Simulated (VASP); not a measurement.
# SnO2 (R-3m) in VASP: notebook, part 2 of 2

VASP 6.6.1. The steps go on from the part before.

## Step 4: Single point, BLYP

INCAR reads:

```
PREC = Accurate
ENCUT = 520
EDIFF = 1E-6
ISMEAR = 0
SIGMA = 0.01
LREAL = False
LASPH = True
NELM = 100
ALGO = Normal
ISIF = 2
LWAVE = False
LCHARG = True
GGA = B5
ALDAX = 1.0
AGGAX = 1.0
AGGAC = 1.0
ALDAC = 0.0
LELF = True
LVHAR = True
NBANDS = 20
```

KPOINTS reads:

```
regular mesh
0
Gamma
  6 6 6
```

POSCAR reads:

```
SnO2
1.0
    1.6170930000      0.9336290000      4.8005930000
   -1.6170930000      0.9336290000      4.8005930000
    0.0000000000     -1.8672580000      4.8005930000
Sn O
1 2
Direct
    0.5000000000      0.5000000000      0.5000000000
    0.2371700000      0.2371700000      0.2371700000
    0.7628300000      0.7628300000      0.7628300000
```

Potentials or basis: VASP PAW PBE potentials, release 64 (Sn_d, O).

On the command line:

```console
> cat potpaw_PBE.64/Sn_d/POTCAR potpaw_PBE.64/O/POTCAR > POTCAR
> mpirun -np 1 vasp_std > vasp.out
```

OUTCAR:

```text
PREC = Accurate
   ENCUT = 520
   EDIFF = 1E-6
   ISMEAR = 0
   LREAL = False
   LASPH = True
   NELM = 100
   ISIF = 2
   GGA = B5

 ion  position               nearest neighbor table
   1  0.500  0.500  0.500-   2 2.13   3 2.13   2 2.13   2 2.13   3 2.13   3 2.13
   2  0.237  0.237  0.237-   1 2.13   1 2.13   1 2.13
   3  0.763  0.763  0.763-   1 2.13   1 2.13   1 2.13

  LATTYP: Found a trigonal (rhomboedric) cell.
 ALAT       =     5.1509558367
 COS(alpha) =     0.8028828836

  Lattice vectors:

[... 195 lines left out ...]
      6     -14.2563      2.00000
[... 541 lines left out ...]
     19      17.4433      0.00000
     20      19.4573      0.00000

 [... further k-points ...]
[... 5 lines left out ...]
  --------------------------------------------------------------------------------------
  -------------------------------------------------------------------------------------
  Total        1.6049686      1.6049684      0.3694072      0.0000000      0.0000000      0.0000000
  in kB       59.1318766     59.1318666     13.6100723      0.0000000      0.0000000      0.0000000
  external PRESSURE =      43.9579385 kB  Pullay stress =       0.0000000 kB

 VOLUME and BASIS-vectors are now :
 -----------------------------------------------------------------------------
  energy-cutoff  :      520.00
  volume of cell :       43.49
      direct lattice vectors                 reciprocal lattice vectors
     1.617093000  0.933629000  4.800593000     0.309196812  0.178514878  0.069435866
    -1.617093000  0.933629000  4.800593000    -0.309196812  0.178514878  0.069435866
     0.000000000 -1.867258000  4.800593000     0.000000000 -0.357029755  0.069435866

 POSITION                                       TOTAL-FORCE (eV/Angst)
 -----------------------------------------------------------------------------------
      0.00000      0.00000      7.20089        -0.000000      0.000000     -0.000000
      0.00000      0.00000      3.41567         0.000000      0.000000      0.092803
      0.00000      0.00000     10.98611         0.000000     -0.000000     -0.092803
 -----------------------------------------------------------------------------------
    total drift:                               -0.000000      0.000000      0.000000

  FREE ENERGIE OF THE ION-ELECTRON SYSTEM (eV)
  ---------------------------------------------------
  free  energy   TOTEN  =       -16.9419078782 eV

  energy  without entropy=      -16.9419078782  energy(sigma->0) =      -16.94190788
```

OSZICAR:

```text
N       E                     dE             d eps       ncg     rms          rms(c)
DAV:   1     0.257886339352E+03    0.25789E+03   -0.14003E+04  1344   0.191E+03
DAV:   2     0.740841998685E+01   -0.25048E+03   -0.23868E+03  1416   0.488E+02
DAV:   3    -0.197409120286E+02   -0.27149E+02   -0.26935E+02  1484   0.140E+02
DAV:   4    -0.204928607352E+02   -0.75195E+00   -0.75133E+00  1416   0.252E+01
DAV:   5    -0.205093615359E+02   -0.16501E-01   -0.16500E-01  1560   0.388E+00    0.115E+01
DAV:   6    -0.169683725498E+02    0.35410E+01   -0.14343E+01  1844   0.611E+01    0.444E+00
DAV:   7    -0.169670685281E+02    0.13040E-02   -0.86794E-01  1320   0.758E+00    0.208E+00
DAV:   8    -0.169443432653E+02    0.22725E-01   -0.87421E-02  1368   0.280E+00    0.520E-01
DAV:   9    -0.169414856854E+02    0.28576E-02   -0.12145E-02  1872   0.155E+00    0.919E-02
DAV:  10    -0.169418796264E+02   -0.39394E-03   -0.17059E-03  1352   0.389E-01    0.394E-02
DAV:  11    -0.169419082678E+02   -0.28641E-04   -0.69515E-05  1728   0.945E-02    0.189E-02
DAV:  12    -0.169419078782E+02    0.38961E-06   -0.67942E-06  1396   0.247E-02
   1 F= -.16941908E+02 E0= -.16941908E+02  d E =-.353452E-13
```

stdout:

```text
POSCAR found type information on POSCAR SnO
 POSCAR found :  2 types and       3 ions
 scaLAPACK will be used
 -----------------------------------------------------------------------------
|                                                                             |
|                                                                             |
|     You enforced a specific xc type in the INCAR file but a different       |
|     I HOPE YOU KNOW WHAT YOU ARE DOING!                                     |
|                                                                             |
 -----------------------------------------------------------------------------

 LDA part: xc-table for (Slater(with rela. corr.)+VWN5), standard interpolation
 POSCAR, INCAR and KPOINTS ok, starting setup
 FFT: planning ... GRIDC
 FFT: planning ... GRID_SOFT
 FFT: planning ... GRID
 WAVECAR not read
 entering main loop
```

Wall time 67 s (1 thread of AMD EPYC 7R43 (Zen 3), shared host); peak memory 0.2 GiB.

Results:

* Free energy: -16.9419 eV
* Pressure: 4.4 GPa
* Largest force: 0.093 eV/Å
* Band gap on the k mesh: 1.91 eV, indirect (least direct gap 2.02 eV)

Forces on the atoms (eV/Å):
```
Sn   0.000  0.000  0.000
O    0.000  0.000  0.093
O    0.000  0.000 -0.093
```

Levels at points of the mesh, in eV from the valence-band top:
```
           k point  band 11  band 12  band 13  band 14  band 15  band 16
(0.00, 0.00, 0.00)    -0.86    -0.86    -0.11     1.91     5.81    11.05
(0.50, 0.00, 0.00)    -1.42    -0.58    -0.55     5.26     7.79    10.07
(0.50, 0.50, 0.00)    -1.11    -0.44    -0.02     5.00     6.99    10.73
(0.50, 0.50, 0.50)    -1.25    -0.81    -0.81     3.13     5.73    11.22
```

Caveat: the PAW data sets were made with another functional, which shifts forces and pressure a little; spin-orbit coupling is left out, which moves the levels of the heavy elements. A k mesh can miss the band edges.

## Step 5: Summary

```csv
level,potentials or basis,gap on the mesh (eV),pressure (GPa),largest force (eV/Å)
LDA,"VASP PAW LDA potentials, release 64 (Sn_d, O)",1.77,-8.4,0.62
PBEsol,"VASP PAW PBE potentials, release 64 (Sn_d, O)",1.85,-4.6,0.35
BLYP,"VASP PAW PBE potentials, release 64 (Sn_d, O)",1.91,4.4,0.09
```

Alike in all rows: task single point; no spin polarisation; cell as given; k mesh 6 × 6 × 6; cutoff (eV) 520; smearing gaussian 0.01 eV.

Caveats: spin-orbit coupling is left out, which moves the levels of the heavy elements; the PAW data sets were made with another functional, which shifts forces and pressure a little (some runs).

Total energies depend on the potentials used, so only differences within one code and one set of settings carry meaning.
